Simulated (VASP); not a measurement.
# Ti (P6_3/mmc) in VASP: relaxation of shape and atoms at fixed volume with LDA

Aim: the relaxation of shape and atoms at fixed volume of Ti with LDA.

All numbers are computed with VASP 6.6.1; they aren't measurements. Logs are shortened: lines on timing, memory, paths and dates and some standing lists are left out, and cuts for length are marked.

## Step 1: The cell of the first run

Symmetry: P6_3/mmc, No. 194, hexagonal system. Conventional cell: a = 2.884 Å, b = 2.884 Å, c = 4.576 Å, α = 90.00°, β = 90.00°, γ = 120.00°. Within 3.7 Å of Ti (site symmetry -6m2) lie 12 Ti at 2.83 to 2.88 Å.

## Step 2: Relaxation of shape and atoms at fixed volume, LDA (16.48 Å³/atom)

INCAR reads:

```
PREC     = Accurate       # precision mode
ENCUT    = 600            # plane-wave cutoff, eV
EDIFF    = 1E-6           # SCF threshold, eV
ISMEAR   = -1             # smearing method
SIGMA    = 0.15           # smearing width, eV
LREAL    = F              # projectors in reciprocal space
LASPH    = T              # aspherical terms in the spheres
NELM     = 100            # most SCF steps
ALGO     = Fast           # electronic algorithm
ISIF     = 4              # what is computed and relaxed
LWAVE    = F              # write WAVECAR
LCHARG   = F              # write CHGCAR
IBRION   = 2              # ionic algorithm
NSW      = 80             # ionic steps
EDIFFG   = -0.001         # ionic threshold
```

KPOINTS reads:

```
Automatic mesh
0
Gamma
  18 18 10
```

POSCAR reads:

```
Ti
1.0
    2.8837055301      0.0000000000      0.0000000000
   -1.4418527651      2.4973622461      0.0000000000
    0.0000000000      0.0000000000      4.5760978805
Ti
2
Direct
    0.3333333333      0.6666666667      0.2500000000
    0.6666666667      0.3333333333      0.7500000000
```

Potentials or basis: VASP PAW LDA potentials, release 64 (Ti_sv).

The run is started by

```console
cat potpaw_LDA.64/Ti_sv/POTCAR > POTCAR
mpirun -np 1 vasp_std > vasp.out
```

OUTCAR:

```text
PREC = Accurate
   ENCUT = 600
   EDIFF = 1E-6
   ISMEAR = -1
   LREAL = F
   LASPH = T
   NELM = 100
   ISIF = 4
   IBRION = 2
   NSW = 80
   EDIFFG = -0.001

 ion  position               nearest neighbor table
   1  0.333  0.667  0.250-   2 2.83   2 2.83   2 2.83   2 2.83   2 2.83   2 2.83
   2  0.667  0.333  0.750-   1 2.83   1 2.83   1 2.83   1 2.83   1 2.83   1 2.83

  LATTYP: Found a hexagonal cell.
 ALAT       =     2.8837055301
 C/A-ratio  =     1.5868811266

  Lattice vectors:

 A1 = (   2.8837055301,   0.0000000000,   0.0000000000)
 A2 = (  -1.4418527651,   2.4973622461,   0.0000000000)
 A3 = (   0.0000000000,   0.0000000000,   4.5760978805)

Analysis of symmetry for initial positions (statically):
=====================================================================
 Subroutine PRICEL returns:
 Original cell was already a primitive cell.

 Routine SETGRP: Setting up the symmetry group for a
 hexagonal supercell.

 Subroutine GETGRP returns: Found 24 space group operations
 (whereof 12 operations were pure point group operations)
 out of a pool of 24 trial point group operations.

The static configuration has the point symmetry D_3d.
 The point group associated with its full space group is D_6h.

Analysis of symmetry for dynamics (positions and initial velocities):
=====================================================================
 Subroutine PRICEL returns:
 Original cell was already a primitive cell.

 Routine SETGRP: Setting up the symmetry group for a
 hexagonal supercell.

 Subroutine GETGRP returns: Found 24 space group operations
 (whereof 12 operations were pure point group operations)
 out of a pool of 24 trial point group operations.

The dynamic configuration has the point symmetry D_3d.
 The point group associated with its full space group is D_6h.

 Subroutine INISYM returns: Found 24 space group operations
 (whereof 12 operations are pure point group operations),
 and found     1 'primitive' translations

----------------------------------------------------------------------------------------

                                     Primitive cell

  volume of cell :      32.9555

  direct lattice vectors                    reciprocal lattice vectors
     2.883705530  0.000000000  0.000000000     0.346776045  0.200211243  0.000000000
    -1.441852765  2.497362246  0.000000000     0.000000000  0.400422486  0.000000000
     0.000000000  0.000000000  4.576097880     0.000000000  0.000000000  0.218526794

  length of vectors
     2.883705530  2.883705530  4.576097880     0.400422486  0.400422486  0.218526794
[... 95 lines left out ...]
   EFERMI =   0.00;   METHOD = LEGACY
   ISMEAR =    -1;   SIGMA  =   0.15  broadening in eV -4-tet -1-fermi 0-gaus
   EFERMI_NEDOS =   21; number of points for ismear=-14 and -15
   IALGO  =     68    algorithm
   IMIX   =      4    mixing-type and parameters
     AMIX     =   0.40;   BMIX     =  1.00
     AMIX_MAG =   1.60;   BMIX_MAG =  1.00
  volume/ion in A,a.u.               =      16.48       111.20
  Fermi-wavevector in a.u.,A,eV,Ry     =   1.472887  2.783352 29.516412  2.169395
  Thomas-Fermi vector in A             =   2.587847
   LORBIT       =      0    0 simple, 1 ext, 2 COOP (PROOUT), +10 PAW based schemes
   GGA     = CA    functional components
   LHFCALC =     F    Hartree Fock is set to
   AEXX    =    0.0000 exact exchange contribution
   IVDW    =     0    specifies the selected vdW correction
   LEPSILON=     F    determine dielectric tensor
   LRPA    =     F    only Hartree local field effects (RPA)
 conjugate gradient relaxation of ions
 non-spin polarized calculation
 RMM-DIIS sequential band-by-band and
  energy-cutoff  :      600.00
  volume of cell :       32.96
 maximum number of plane-waves:      1124
 NGX is ok and might be reduce to    24
   NGX = 11   NGY = 11   NGZ = 19

--------------------------------------- Ionic step        1  -------------------------------------------

 number of electron      24.0000003 magnetization

 Free energy of the ion-electron system (eV)
  ---------------------------------------------------
  ext. energy  EPLUGINS =         0.00000000
  ---------------------------------------------------
  free energy    TOTEN  =       -17.17696490 eV

  energy without entropy =      -16.99270828  energy(sigma->0) =      -17.08483659

------------------------ aborting loop because EDIFF is reached ----------------------------------------

  FORCE on cell =-STRESS in cart. coord.  units (eV):
  Direction    XX          YY          ZZ          XY          YZ          ZX
  --------------------------------------------------------------------------------------
  -------------------------------------------------------------------------------------
  Total       -0.5202024     -0.5202024     -0.5314553      0.0000000      0.0000000     -0.0000000
  in kB      -25.2903705    -25.2903705    -25.8374473      0.0000000      0.0000000     -0.0000000
  external PRESSURE =     -25.4727294 kB  Pullay stress =       0.0000000 kB
[... 167 lines left out ...]
--------------------------------------- Ionic step        6  -------------------------------------------

 number of electron      24.0000003 magnetization

 Free energy of the ion-electron system (eV)
  ---------------------------------------------------
  ext. energy  EPLUGINS =         0.00000000
  ---------------------------------------------------
  free energy    TOTEN  =       -17.17697302 eV

  energy without entropy =      -16.99275837  energy(sigma->0) =      -17.08486570

 E-fermi :   8.6121     XC(G=0): -12.0373

 val. band max:        8.6113694385   @ k =   0.3333   0.2778   0.4000
 cond. band min:       8.6161302763   @ k =   0.2778   0.2778   0.3000
 fundamental gap:      0.0047608378
 Fermi energy:         8.6121196208

 k-point     1 :       0.0000    0.0000    0.0000
  band No.  band energies     occupation
      1     -47.4045      2.00000
      2     -47.2264      2.00000
      3     -24.4372      2.00000
      4     -23.6788      2.00000
      5     -23.6788      2.00000
      6     -23.5719      2.00000
[... 433 lines left out ...]
      3     -24.2272      2.00000
      4     -24.0825      2.00000
      5     -24.0628      2.00000
      6     -23.8829      2.00000
[... 8 lines left out ...]
     15       9.8906      0.00040
     16      11.9743      0.00000

 [... further k-points ...]

------------------------ aborting loop because EDIFF is reached ----------------------------------------

  FORCE on cell =-STRESS in cart. coord.  units (eV):
  Direction    XX          YY          ZZ          XY          YZ          ZX
  --------------------------------------------------------------------------------------
  -------------------------------------------------------------------------------------
  Total       -0.5219744     -0.5219744     -0.5218996      0.0000000      0.0000000      0.0000000
  in kB      -25.3765165    -25.3765165    -25.3728801      0.0000000      0.0000000      0.0000000
  external PRESSURE =     -25.3753043 kB  Pullay stress =       0.0000000 kB
[... 17 lines left out ...]
  FREE ENERGIE OF THE ION-ELECTRON SYSTEM (eV)
  ---------------------------------------------------
  free  energy   TOTEN  =       -17.1769730235 eV

  energy  without entropy=      -16.9927583734  energy(sigma->0) =      -17.08486570

 reached required accuracy - stopping structural energy minimisation
```

CONTCAR:

```text
Ti
   1.00000000000000
     2.8842239633726088    0.0000000000014392   -0.0000000000000000
    -1.4421119817350669    2.4978112224835400   -0.0000000000000000
     0.0000000000000000    0.0000000000000000    4.5744529401534733
  Ti
     2
Direct
     0.3333333332999970    0.6666666667000030    0.2500000000000000
     0.6666666667000030    0.3333333332999970    0.7500000000000000

  0.00000000E+00  0.00000000E+00  0.00000000E+00
  0.00000000E+00  0.00000000E+00  0.00000000E+00
```

Run time: 3.4 min. Hardware: 1 thread of Intel Xeon 6975P-C (Granite Rapids), shared host; peak memory 0.24 GiB.

What came out:

```yaml
Free_energy: -17.1770 eV
Energy_gained_by_relaxing: 0.0 meV/atom
Ionic_steps: 6
Pressure_after_relaxing: -2.5 GPa
Band_gap_on_the_k_mesh: zero (bands 12 and 13 overlap by 1.12 eV)
```

Final structure:
```
Ti
1.0
     2.88422    0.00000    0.00000
    -1.44211    2.49781    0.00000
     0.00000    0.00000    4.57445
Ti
2
Direct
  0.33333 0.66667 0.25000
  0.66667 0.33333 0.75000
```

Levels at points of the mesh, in eV from the Fermi level:
| k point | band 9 | band 10 | band 11 | band 12 | band 13 | band 14 | band 15 | band 16 |
| --- | --- | --- | --- | --- | --- | --- | --- | --- |
| (0.00, 0.00, 0.00) | -6.19 | -2.76 | 0.82 | 0.82 | 0.96 | 1.08 | 1.36 | 1.36 |
| (0.50, 0.00, 0.00) | -2.34 | -2.27 | -1.93 | -0.43 | 0.51 | 0.72 | 1.30 | 3.61 |
| (0.00, 0.00, 0.50) | -4.27 | -4.27 | 0.14 | 0.14 | 0.72 | 0.72 | 0.72 | 0.72 |
| (0.50, 0.00, 0.50) | -2.63 | -2.63 | -0.84 | -0.84 | 1.60 | 1.60 | 1.86 | 1.86 |
